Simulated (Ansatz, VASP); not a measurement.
AlN in VASP and in Ansatz

File INCAR:

```
SYSTEM = AlN
PREC     = Accurate       ! precision mode
ENCUT    = 520            ! plane-wave cutoff, eV
EDIFF    = 1E-7           ! SCF threshold, eV
ISMEAR   = 0              ! smearing method
SIGMA    = 0.05           ! smearing width, eV
LREAL    = .False.        ! projectors in reciprocal space
LASPH    = .True.         ! aspherical terms in the spheres
NELM     = 100            ! most SCF steps
ALGO     = Normal         ! electronic algorithm
ISIF     = 2              ! what is computed and relaxed
LWAVE    = .False.        ! write WAVECAR
LCHARG   = .False.        ! write CHGCAR
GGA      = PE             ! functional
NBANDS   = 11             ! bands
```

KPOINTS

```
Automatic mesh
0
Gamma
  10 10 10
  0 0 0
```

File POSCAR:

```
AlN
1.0
    0.0000000000      2.1644978747      2.1644978747
    2.1644978747      0.0000000000      2.1644978747
    2.1644978747      2.1644978747      0.0000000000
Al N
1 1
Direct
   -0.0045751888      0.0045751888      0.0045751888
    0.7588131387      0.7411868613      0.7411868613
```

Input for Ansatz:

```yaml
crystal:
  lattice:
    - [0.0, 2.1644978747, 2.1644978747]
    - [2.1644978747, 0.0, 2.1644978747]
    - [2.1644978747, 2.1644978747, 0.0]
  atoms:
    - { symbol: Al, position: [-0.0045751888, 0.0045751888, 0.0045751888] }
    - { symbol: "N", position: [0.7588131387, 0.7411868613, 0.7411868613] }
basis:
  ecutwfc: 520.0
kpoints:
  mp_grid: { grid: [10, 10, 10] }
hamiltonian:
  xc: pbe
  pseudopotentials: { kind: paw, azcp: { folder: soft_1 } }
scf:
  occupations: { method: gaussian, width: 0.05 }
output:
  forces: true
  stress: true
  eigenvalues: true
```

Change from the starting cell: mode 4 frozen in at -0.039 Å, equal normal strain along x, y and z -0.0167.

Alike in both runs: task single point; functional PBE; k mesh 10 × 10 × 10; occupations gaussian, width 0.05 eV; no spin polarisation.

|  | VASP | Ansatz |
| --- | --- | --- |
| version | VASP 6.6.1 | Ansatz 0.2.0 |
| potentials or method | VASP PAW PBE potentials, release 64 (Al, N), cutoff 520 eV | scalar-relativistic, plane waves, PAW |
| valence electrons in the cell | 8 | 8 |

|  | VASP | Ansatz | Ansatz less VASP |
| --- | --- | --- | --- |
| gap on the k mesh at the Fermi level (eV) | 3.18 | 3.19 | +0.007 |
| least direct gap on the mesh (eV) | 4.28 | 4.27 | -0.011 |
| pressure (GPa) | 11.1 | 11.2 | +0.16 |
| traceless stress, the component that is largest in VASP (GPa) | -4.97 | -4.95 | +0.018 |
| rms of the force components (eV/Å) | 0.529 | 0.528 | -0.0013 |

Atom by atom the forces differ by 0.001 eV/Å (rms over components). With one functional, cell and mesh, what is left measures potentials, basis and numerics.
